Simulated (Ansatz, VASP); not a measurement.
**One calculation of Bi, two programs**

```
Bi
1.0
     2.26773    1.28699    3.86081
    -2.34273    1.29512    3.90122
    -0.03045   -2.59279    3.88456
Bi
2
Direct
  0.21768 0.23746 0.22407
  0.78232 0.76254 0.77593
```

Change from the starting cell: all atoms moved at random, cell strained at random.

Alike in both runs: task single point; functional PBEsol; k mesh 10 × 10 × 10; occupations gaussian, width 0.1 eV; no spin polarisation.

|  | VASP | Ansatz |
| --- | --- | --- |
| version | VASP 6.6.1 | Ansatz 0.2.0 |
| potentials or method | VASP PAW PBE potentials, release 64 (Bi_d), cutoff 520 eV | scalar-relativistic, plane waves, PAW |
| valence electrons in the cell | 30 | 30 |

|  | VASP | Ansatz | Ansatz less VASP |
| --- | --- | --- | --- |
| gap on the k mesh at the Fermi level (eV) | none | none | - |
| pressure (GPa) | 2.4 | 2.5 | +0.06 |
| traceless stress, the component that is largest in VASP (GPa) | 2.30 | 2.29 | -0.003 |
| rms of the force components (eV/Å) | 0.722 | 0.718 | -0.0043 |

VASP's potentials were made for PBE, not for PBEsol. Atom by atom the forces differ by 0.005 eV/Å (rms over components). A gap of «none» marks a metal or a gap that the smearing closes. With one functional, cell and mesh, what is left measures potentials, basis and numerics.

Neither program's run includes spin-orbit coupling.
